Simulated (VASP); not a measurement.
Write the native input for VASP 6.6.1 that does the following.

* Task: G0W0 quasiparticle levels
* Functional: PBE
* Potentials or basis: VASP PAW PBE potentials, release 64 (Li_GW, Cl_GW)
* Cutoff: 500 eV
* k mesh: 6 × 6 × 6
* Occupations: gaussian, width 0.01 eV
* Spin: no spin polarisation
* Dipole correction: no
* GW scheme: G0W0
* GW iterations: 1
* Cutoff of the response function: 150
* Frequency points: 96
* Empty bands: 133
* Further INCAR settings: ALGO = EVGW0; EDIFF = 1e-08; NBANDS = 137

The system is LiCl.

```
Li Cl
1.0
    -0.06816    2.48788    2.48788
     2.48788   -0.06816    2.48788
     2.48788    2.48788   -0.06816
Li Cl
1 1
Direct
  0.00000 0.00000 0.00000
  0.50000 0.50000 0.50000
```

One way to write it, as run:

POSCAR

```
LiCl
1.0
   -0.0681609864      2.4878760025      2.4878760025
    2.4878760025     -0.0681609864      2.4878760025
    2.4878760025      2.4878760025     -0.0681609864
Li Cl
1 1
Direct
    0.0000000000      0.0000000000      0.0000000000
    0.5000000000      0.5000000000      0.5000000000
```

INCAR.step1

```
SYSTEM = LiCl
  PREC = Accurate
  ENCUT = 500
  EDIFF = 1E-8
  ISMEAR = 0
  SIGMA = 0.01
  LREAL = .False.
  LASPH = .True.
  NELM = 80
  ALGO = Normal
  LWAVE = .True.
  LCHARG = .False.
  GGA = PE
```

INCAR.step2

```
SYSTEM = LiCl
  PREC = Accurate
  ENCUT = 500
  EDIFF = 1E-8
  ISMEAR = 0
  SIGMA = 0.01
  LREAL = .False.
  LASPH = .True.
  NELM = 1
  ALGO = Exact
  LWAVE = .True.
  LCHARG = .False.
  GGA = PE
  NBANDS = 137
  LOPTICS = .True.
  ISTART = 1
```

INCAR.step3

```
SYSTEM = LiCl
  PREC = Accurate
  ENCUT = 500
  EDIFF = 1E-8
  ISMEAR = 0
  SIGMA = 0.01
  LREAL = .False.
  LASPH = .True.
  ALGO = EVGW0
  LWAVE = .False.
  LCHARG = .False.
  GGA = PE
  NELMGW = 1
  NBANDS = 137
  ENCUTGW = 150.0
  NOMEGA = 96
  PRECFOCK = Fast
  ISTART = 1
  NBANDSGW = 12
  OMEGAMAX = 20
```

KPOINTS

```
Automatic mesh
0
Gamma
  6 6 6
  0 0 0
```

Potentials or basis: VASP PAW PBE potentials, release 64 (Li_GW, Cl_GW).

Command:

```console
$ cat potpaw_PBE.64/Li_GW/POTCAR potpaw_PBE.64/Cl_GW/POTCAR > POTCAR
$ cp INCAR.step1 INCAR
$ mpirun -np 1 vasp_std > vasp.out
$ cp INCAR.step2 INCAR
$ mpirun -np 1 vasp_std > vasp.out
$ cp INCAR.step3 INCAR
$ mpirun -np 1 vasp_std > vasp.out
```

It gave:

```yaml
Quasiparticle_gap: 8.97 eV
Least_direct_quasiparticle_gap: 8.97 eV
Band_gap_of_the_starting_levels_on_the_mesh: 6.41 eV
Least_direct_gap_of_the_starting_levels_on_the_mesh: 6.44 eV
```

Caveat: bands, screening cutoff and mesh are small and nothing is extrapolated, so the quasiparticle values aren't converged.

Wall time 8.3 min on 1 thread of Intel(R) Xeon(R) 6975P-C (Granite Rapids), with other jobs on the host, peak memory 0.8 GiB.
